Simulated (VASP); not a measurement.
Wanted: the native input for a VASP 6.6.1 run.

| Item | Value |
| --- | --- |
| Task | single point |
| Functional | PBE |
| Potentials or basis | VASP PAW PBE potentials, release 64 (Ga_d, N) |
| Cutoff | 520 eV |
| k mesh | 14 × 14 × 14 |
| Occupations | fermi-dirac, width 0.08 eV |
| Spin | no spin polarisation |
| Dipole correction | no |
| Further INCAR settings | ALGO = Normal; EDIFF = 1e-06; NBANDS = 16 |

The structure of GaN (CsCl type) lies in POSCAR:

```
GaN
1.0
    2.6552822970      0.0000000000      0.0000000000
    0.0000000000      2.6552822970      0.0000000000
    0.0000000000      0.0000000000      2.6552822970
Ga N
1 1
Direct
    0.0000000000      0.0000000000      0.0000000000
    0.5000000000      0.5000000000      0.5000000000
```

The input as run:

INCAR

```
  PREC = Accurate
  ENCUT = 520
  EDIFF = 1E-6
  ISMEAR = -1
  SIGMA = 0.08
  LREAL = False
  LASPH = True
  NELM = 60
  ALGO = Normal
  ISIF = 2
  LWAVE = False
  LCHARG = True
  GGA = PE
  LELF = True
  LVHAR = True
  NBANDS = 16
```

KPOINTS

```
regular mesh
0
Gamma
  14 14 14
```

Potentials or basis: VASP PAW PBE potentials, release 64 (Ga_d, N).

The run is started by

```bash
$ cat potpaw_PBE.64/Ga_d/POTCAR potpaw_PBE.64/N/POTCAR > POTCAR
$ mpirun -np 1 vasp_std > vasp.out
```

It gave:

* Pressure: 18.8 GPa
* Band gap on the k mesh: zero (band 9 reaches 9.22 eV, above the bottom of band 10 at 7.74 eV)

Run time: 21 s on 1 thread of Intel Xeon 6975P-C, with other jobs on the host, peak memory 0.15 GiB.
